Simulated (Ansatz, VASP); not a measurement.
# One calculation of FeIr2, two programs

```
Fe Ir
1.0
     0.00000    2.83474    2.83474
     2.83474    0.00000    2.83474
     2.83474    2.83474    0.00000
Fe Ir
1 2
Direct
  0.00000 0.00000 0.00000
  0.25000 0.25000 0.25000
  0.75000 0.75000 0.75000
```

Alike in both runs: functional PBE; k mesh 14 × 14 × 14; occupations gaussian, width 0.1 eV; collinear spin.

Ansatz relaxed the structure, and its values are those at the end. VASP's run is a single point on that final structure, the one shown.

|  | VASP | Ansatz |
| --- | --- | --- |
| version | VASP 6.6.1 | Ansatz 0.2.0 |
| potentials or method | VASP PAW PBE potentials, release 64 (Fe, Ir), cutoff 520 eV | scalar-relativistic, plane waves, PAW |
| valence electrons in the cell | 26 | 50 |

|  | VASP | Ansatz | Ansatz less VASP |
| --- | --- | --- | --- |
| gap on the k mesh at the Fermi level (eV) | none | none | - |
| pressure (GPa) | -0.2 | 0.0 | +0.15 |
| net moment per atom (μB) | 0.76 | 0.75 | -0.002 |
| size of the moment on the site where the two differ most (μB) | 0.09 | 0.12 | +0.022 |

Site moments also hang on the region over which each program counts them. A gap of «none» marks a metal or a gap that the smearing closes. VASP's potentials hold 26 valence electrons a cell and Ansatz's 50, so a difference there can come from the potentials and not from the codes.

Neither program's run includes spin-orbit coupling.
